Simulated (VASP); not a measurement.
# K2NaBCl6 (P1) in VASP: single point with PBE

Aim: the single point of K2NaBCl6 with PBE.

Program: VASP 6.6.1. These are calculated values, not measurements. Logs are shortened: lines on timing, memory, paths and dates and some standing lists are left out, and cuts for length are marked.

## Step 1: The cell of the first run

The typed cell holds 10 atoms: a = 5.593 Å, b = 5.595 Å, c = 9.034 Å, α = 84.70°, β = 84.65°, γ = 89.12°.

## Step 2: Single point, PBE

INCAR reads:

```
SYSTEM = K2NaBCl6
  ALGO = Normal
  EDIFF = 1E-6
  ENCUT = 520
  GGA = PE
  ISIF = 2
  ISMEAR = 0
  LASPH = .True.
  LCHARG = .False.
  LREAL = .False.
  LWAVE = .False.
  NBANDS = 46
  NELM = 60
  PREC = Accurate
  SIGMA = 0.1
```

KPOINTS reads:

```
k-points
0
Gamma
  4 4 2
  0 0 0
```

POSCAR reads:

```
K2NaBCl6
1.0
    5.5867731617      0.0379239013      0.2535072957
    0.0365560793      5.5891837557      0.2474456963
    0.4320340395      0.4334334526      9.0130259990
K Na B Cl
2 1 1 6
Direct
    0.5730566130      0.5397104175      0.2890854026
    0.4588503228      0.4314834185      0.7169124359
    0.0242243058     -0.0200961193      0.4996941869
    0.0778198283     -0.0817074915     -0.0006964055
    0.4038458998      0.9676663956      0.0033549168
    0.5198257466      0.9735576292      0.5151626044
    0.0206670190      0.5936744362     -0.0038760706
    0.0338231140      0.4847665585      0.4832784462
   -0.0873839533      0.0265937351      0.1705784419
   -0.0247288960      0.0843510202      0.8265060413
```

Potentials or basis: VASP PAW PBE potentials, release 64 (K_sv, Na_pv, B, Cl).

Run with:

```sh
cat potpaw_PBE.64/K_sv/POTCAR potpaw_PBE.64/Na_pv/POTCAR potpaw_PBE.64/B/POTCAR potpaw_PBE.64/Cl/POTCAR > POTCAR
mpirun -np 1 vasp_std > vasp.out
```

OUTCAR:

```text
SYSTEM = K2NaBCl6
   EDIFF = 1E-6
   ENCUT = 520
   GGA = PE
   ISIF = 2
   ISMEAR = 0
   LASPH = .True.
   LREAL = .False.
   NELM = 60
   PREC = Accurate

 ion  position               nearest neighbor table
   1  0.573  0.540  0.289-
   2  0.459  0.431  0.717-
   3  0.024  0.980  0.500-
   4  0.078  0.918  0.999-   7 1.85   5 1.85   9 1.87  10 1.87
   5  0.404  0.968  0.003-   4 1.85
   6  0.520  0.974  0.515-
   7  0.021  0.594  0.996-   4 1.85
   8  0.034  0.485  0.483-
   9  0.913  0.027  0.171-   4 1.87
  10  0.975  0.084  0.827-   4 1.87

  LATTYP: Found a triclinic cell.
 ALAT       =     5.5926504031
 B/A-ratio  =     1.4036157157
 C/A-ratio  =     2.2892305317
 COS(alpha) =     0.0002249923
 COS(beta)  =     0.5093665950
 COS(gamma) =     0.7015367736

  Lattice vectors:

 A1 = (  -5.5867731617,  -0.0379239013,  -0.2535072957)
 A2 = (  -5.5502170824,   5.5512598544,  -0.0060615994)
 A3 = (  -6.0553632805,  -6.0605411096,  -9.5139789910)

Analysis of symmetry for initial positions (statically):
=====================================================================
 Subroutine PRICEL returns:
 Original cell was already a primitive cell.

 Routine SETGRP: Setting up the symmetry group for a
 triclinic supercell.

 Subroutine GETGRP returns: Found  1 space group operations
 (whereof  1 operations were pure point group operations)
 out of a pool of  2 trial point group operations.

The static configuration has the point symmetry C_1 .

Analysis of symmetry for dynamics (positions and initial velocities):
=====================================================================
 Subroutine PRICEL returns:
 Original cell was already a primitive cell.

 Routine SETGRP: Setting up the symmetry group for a
 triclinic supercell.

 Subroutine GETGRP returns: Found  1 space group operations
 (whereof  1 operations were pure point group operations)
 out of a pool of  2 trial point group operations.

The dynamic configuration has the point symmetry C_1 .

 Subroutine INISYM returns: Found  1 space group operations
 (whereof  1 operations are pure point group operations),
 and found     1 'primitive' translations

----------------------------------------------------------------------------------------

                                     Primitive cell

  volume of cell :     280.2205

  direct lattice vectors                    reciprocal lattice vectors
     5.586773162  0.037923901  0.253507296     0.179388045 -0.000794289 -0.008560662
     0.036556079  5.589183756  0.247445696    -0.000827672  0.179302400 -0.008582919
     0.432034040  0.433433453  9.013025999    -0.005022883 -0.004900269  0.111426950

  length of vectors
     5.592650403  5.594777992  9.033778591     0.179593949  0.179509616  0.111647692

  position of ions in fractional coordinates (direct lattice)
     0.573056613  0.539710417  0.289085403
     0.458850323  0.431483419  0.716912436
     0.024224306  0.979903881  0.499694187
     0.077819828  0.918292509  0.999303594
     0.403845900  0.967666396  0.003354917
     0.519825747  0.973557629  0.515162604
     0.020667019  0.593674436  0.996123929
     0.033823114  0.484766558  0.483278446
     0.912616047  0.026593735  0.170578442
     0.975271104  0.084351020  0.826506041

  ion indices of the primitive-cell ions
   primitive index   ion index
                 1           1
                 2           2
                 3           3
                 4           4
                 5           5
                 6           6
                 7           7
                 8           8
                 9           9
                10          10

----------------------------------------------------------------------------------------

 KPOINTS: k-points

Automatic generation of k-mesh.
 Grid dimensions read from file:
 generate k-points for:    4    4    2

 Generating k-lattice:

  Cartesian coordinates                     Fractional coordinates (reciprocal lattice)
     0.044847011 -0.000198572 -0.002140166     0.250000000 -0.000000000  0.000000000
    -0.000206918  0.044825600 -0.002145730     0.000000000  0.250000000  0.000000000
    -0.002511441 -0.002450134  0.055713475    -0.000000000  0.000000000  0.500000000

  Length of vectors
     0.044898487  0.044877404  0.055823846

  Shift w.r.t. Gamma in fractional coordinates (k-lattice)
     0.000000000  0.000000000  0.000000000

 Subroutine IBZKPT returns following result:
 ===========================================

 Found     20 irreducible k-points:

 Following reciprocal coordinates:
            Coordinates               Weight
  0.000000  0.000000  0.000000      1.000000
  0.250000 -0.000000  0.000000      2.000000
  0.500000 -0.000000  0.000000      1.000000
  0.000000  0.250000  0.000000      2.000000
  0.250000  0.250000 -0.000000      2.000000
  0.500000  0.250000  0.000000      2.000000
[... 12 lines left out ...]
  0.250000  0.500000  0.500000      2.000000
  0.500000  0.500000  0.500000      1.000000
   k-points           NKPTS =     20   k-points in BZ     NKDIM =     20   number of bands    NBANDS=     46
   number of dos      NEDOS =    301   number of ions     NIONS =     10
   total plane-waves  NPLWV = 123480
   dimension x,y,z NGX =    42 NGY =   42 NGZ =   70
   dimension x,y,z NGXF=    84 NGYF=   84 NGZF=  140
   ions per type =               2   1   1   6
   NGX,Y,Z   is equivalent  to a cutoff of  12.48, 12.48, 12.88 a.u.
   NGXF,Y,Z  is equivalent  to a cutoff of  24.97, 24.96, 25.76 a.u.
 SYSTEM =  K2NaBCl6
   PREC   = accura    normal or accurate (medium, high low for compatibility)
   ISTART =      0    job   : 0-new  1-cont  2-samecut
   ICHARG =      2    charge: 1-file 2-atom 10-const
   ISPIN  =      1    spin polarized calculation?
   LNONCOLLINEAR =      F non collinear calculations
   LSORBIT =      F    spin-orbit coupling
   LASPH  =      T    aspherical Exc in radial PAW
   ENCUT  =  520.0 eV  38.22 Ry    6.18 a.u.  10.40 10.40 16.80*2*pi/ulx,y,z
   NELM   =     60;   NELMIN=  2; NELMDL= -5     # of ELM steps
   EDIFF  = 0.1E-05   stopping-criterion for ELM
   LREAL  =      F    real-space projection
   EDIFFG = 0.1E-04   stopping-criterion for IOM
   NSW    =      0    number of steps for IOM
   IBRION =     -1    ionic relax: 0-MD 1-quasi-New 2-CG
   NFREE  =      0    steps in history (QN), initial steepest desc. (CG)
   ISIF   =      2    stress and relaxation
   ISYM   =      2    0-nonsym 1-usesym 2-fastsym
   POTIM  = 0.5000    time-step for ionic-motion
   TEBEG  =    0.0;   TEEND  =   0.0 temperature during run
   PSTRESS=    0.0 pullay stress
   NELECT =      70.0000    total number of electrons
   NUPDOWN=      -1.0000    fix difference up-down
   EMIN   =  10.00;   EMAX   =-10.00  energy-range for DOS
   EFERMI =   0.00;   METHOD = LEGACY
   ISMEAR =     0;   SIGMA  =   0.10  broadening in eV -4-tet -1-fermi 0-gaus
   EFERMI_NEDOS =   21; number of points for ismear=-14 and -15
   IALGO  =     38    algorithm
   IMIX   =      4    mixing-type and parameters
     AMIX     =   0.40;   BMIX     =  1.00
     AMIX_MAG =   1.60;   BMIX_MAG =  1.00
  volume/ion in A,a.u.               =      28.02       189.10
  Fermi-wavevector in a.u.,A,eV,Ry     =   1.031037  1.948377 14.463498  1.063037
  Thomas-Fermi vector in A             =   2.165165
   LORBIT       =      0    0 simple, 1 ext, 2 COOP (PROOUT), +10 PAW based schemes
   GGA     = PE    functional components
   LHFCALC =     F    Hartree Fock is set to
   AEXX    =    0.0000 exact exchange contribution
   IVDW    =     0    specifies the selected vdW correction
   LEPSILON=     F    determine dielectric tensor
   LRPA    =     F    only Hartree local field effects (RPA)
 non-spin polarized calculation
 Gauss-broadening in eV      SIGMA  =   0.10
  energy-cutoff  :      520.00
  volume of cell :      280.22
 maximum number of plane-waves:      7566
 NGX is ok and might be reduce to    42
   NGX = 21   NGY = 21   NGZ = 33

 number of electron      69.9999998 magnetization

 Free energy of the ion-electron system (eV)
  ---------------------------------------------------
  ext. energy  EPLUGINS =         0.00000000
  ---------------------------------------------------
  free energy    TOTEN  =       -36.29011553 eV

  energy without entropy =      -36.29011553  energy(sigma->0) =      -36.29011553

 E-fermi :  -0.5092     XC(G=0):  -7.5303

 val. band max:       -0.9986145141   @ k =   0.5000   0.5000   0.5000
 cond. band min:       3.8519699585   @ k =   0.0000   0.0000   0.0000
 fundamental gap:      4.8505844726
 Fermi energy:        -0.5091965541

 k-point     1 :       0.0000    0.0000    0.0000
  band No.  band energies     occupation
      1     -29.1915      2.00000
      2     -29.1356      2.00000
      3     -22.2740      2.00000
      4     -22.2205      2.00000
      5     -22.2141      2.00000
      6     -16.3782      2.00000
[... 38 lines left out ...]
     45       7.1550      0.00000
     46       7.1855      0.00000

 k-point     2 :       0.2500   -0.0000    0.0000
  band No.  band energies     occupation
      1     -29.1914      2.00000
      2     -29.1356      2.00000
      3     -22.2740      2.00000
      4     -22.2210      2.00000
      5     -22.2146      2.00000
      6     -16.3342      2.00000
[... 38 lines left out ...]
     45       7.3322      0.00000
     46       7.4894      0.00000

 k-point     3 :       0.5000   -0.0000    0.0000
  band No.  band energies     occupation
      1     -29.1914      2.00000
      2     -29.1355      2.00000
      3     -22.2740      2.00000
      4     -22.2216      2.00000
      5     -22.2151      2.00000
      6     -16.2859      2.00000
[... 822 lines left out ...]
     45       7.0706      0.00000
     46       7.4776      0.00000

 k-point    20 :       0.5000    0.5000    0.5000
  band No.  band energies     occupation
      1     -29.1912      2.00000
      2     -29.1354      2.00000
      3     -22.2740      2.00000
      4     -22.2225      2.00000
      5     -22.2162      2.00000
      6     -16.1835      2.00000
[... 38 lines left out ...]
     45       7.0270      0.00000
     46       7.5645      0.00000

------------------------ aborting loop because EDIFF is reached ----------------------------------------

  FORCE on cell =-STRESS in cart. coord.  units (eV):
  Direction    XX          YY          ZZ          XY          YZ          ZX
  --------------------------------------------------------------------------------------
  -------------------------------------------------------------------------------------
  Total       -0.1330969     -0.1658478     -0.1401777      0.0147193      0.0065330      0.0083697
  in kB       -0.7609894     -0.9482447     -0.8014742      0.0841582      0.0373528      0.0478541
  external PRESSURE =      -0.8369028 kB  Pullay stress =       0.0000000 kB

 VOLUME and BASIS-vectors are now :
 -----------------------------------------------------------------------------
  energy-cutoff  :      520.00
  volume of cell :      280.22
      direct lattice vectors                 reciprocal lattice vectors
     5.586773162  0.037923901  0.253507296     0.179388045 -0.000794289 -0.008560662
     0.036556079  5.589183756  0.247445696    -0.000827672  0.179302400 -0.008582919
     0.432034040  0.433433453  9.013025999    -0.005022883 -0.004900269  0.111426950

 POSITION                                       TOTAL-FORCE (eV/Angst)
 -----------------------------------------------------------------------------------
      3.34616      3.16357      2.88436        -0.005686      0.001648     -0.013128
      2.88900      2.73978      6.68464         0.002060      0.001380     -0.000636
      0.38704      5.69437      4.75237         0.000194      0.001594     -0.007011
      0.90006      5.56859      9.25370         0.007007     -0.001656     -0.001272
      2.29302      5.42523      0.37206        -0.049404     -0.008573     -0.006310
      3.16231      5.68440      5.01586         0.002184     -0.001680      0.010573
      0.56752      3.75069      9.13023         0.008384      0.046370     -0.002998
      0.41548      2.92020      4.48433         0.002779     -0.001595      0.011102
      5.17325      0.25718      1.77536         0.028611     -0.022754     -0.024274
      5.80878      0.86667      7.71743         0.003871     -0.014735      0.033952
 -----------------------------------------------------------------------------------
    total drift:                               -0.000612      0.000457     -0.000084

  FREE ENERGIE OF THE ION-ELECTRON SYSTEM (eV)
  ---------------------------------------------------
  free  energy   TOTEN  =       -36.2901155337 eV

  energy  without entropy=      -36.2901155337  energy(sigma->0) =      -36.29011553
```

Wall time 8.5 min (1 thread of AMD EPYC 7R43 (Zen 3), shared host); peak memory 0.45 GiB.

What came out:

```
Free energy            : -36.2901 eV
Pressure               : -0.1 GPa
Largest force          : 0.051 eV/Å
Band gap on the k mesh : 4.85 eV (least direct gap 4.94 eV)
```

Forces on the atoms (eV/Å):
```
K   -0.006  0.002 -0.013
K    0.002  0.001 -0.001
Na   0.000  0.002 -0.007
B    0.007 -0.002 -0.001
Cl  -0.049 -0.009 -0.006
Cl   0.002 -0.002  0.011
Cl   0.008  0.046 -0.003
Cl   0.003 -0.002  0.011
Cl   0.029 -0.023 -0.024
Cl   0.004 -0.015  0.034
```

A k mesh can miss the band edges.
